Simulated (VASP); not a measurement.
Write the native input for VASP 6.6.1 that does the following.

| Item | Value |
| --- | --- |
| Task | electric field gradients |
| Functional | PBE |
| Potentials or basis | VASP PAW PBE potentials, release 64 (Ba_sv, O) |
| Cutoff | 520 eV |
| k mesh | 8 × 8 × 8 |
| Occupations | fermi-dirac, width 0.02 eV |
| Spin | no spin polarisation |
| Dipole correction | no |
| Further INCAR settings | ALGO = Normal; EDIFF = 1e-08; NBANDS = 15 |

The structure of BaO lies in POSCAR:

```
BaO
1.0
    0.0000000000      2.6938617990      2.6938617990
    2.6938617990      0.0000000000      2.6938617990
    2.6938617990      2.6938617990      0.0000000000
Ba O
1 1
Direct
    0.0000000000      0.0000000000      0.0000000000
    0.5000000000      0.5000000000      0.5000000000
```

These files were run (other wordings do the same):

INCAR

```
ALGO = Normal ; EDIFF = 1E-8
ENCUT = 520 ; GGA = PE
GGA_COMPAT = False ; ISIF = 2
ISMEAR = -1 ; LASPH = True
LCHARG = False ; LEFG = True
LREAL = False ; LWAVE = False
NBANDS = 15 ; NELM = 120
PREC = Accurate ; SIGMA = 0.02
```

KPOINTS

```
k-points
0
Gamma
  8 8 8
```

Potentials or basis: VASP PAW PBE potentials, release 64 (Ba_sv, O).

The run is started by

```sh
$ cat potpaw_PBE.64/Ba_sv/POTCAR potpaw_PBE.64/O/POTCAR > POTCAR
$ mpirun -np 1 vasp_std > vasp.out
```

Results of the run:

| Quantity | Value |
| --- | --- |
| Pressure | 11.3 GPa |
| Band gap on the k mesh | 1.65 eV |
| Largest electric field gradient by atom | zero within the noise of the run |

Caveat: the cell stands under pressure; spin-orbit coupling is left out, which moves the levels of the heavy elements.

Wall time 26 s on 1 thread of AMD EPYC 7R13, on a shared host, peak memory 0.13 GiB.
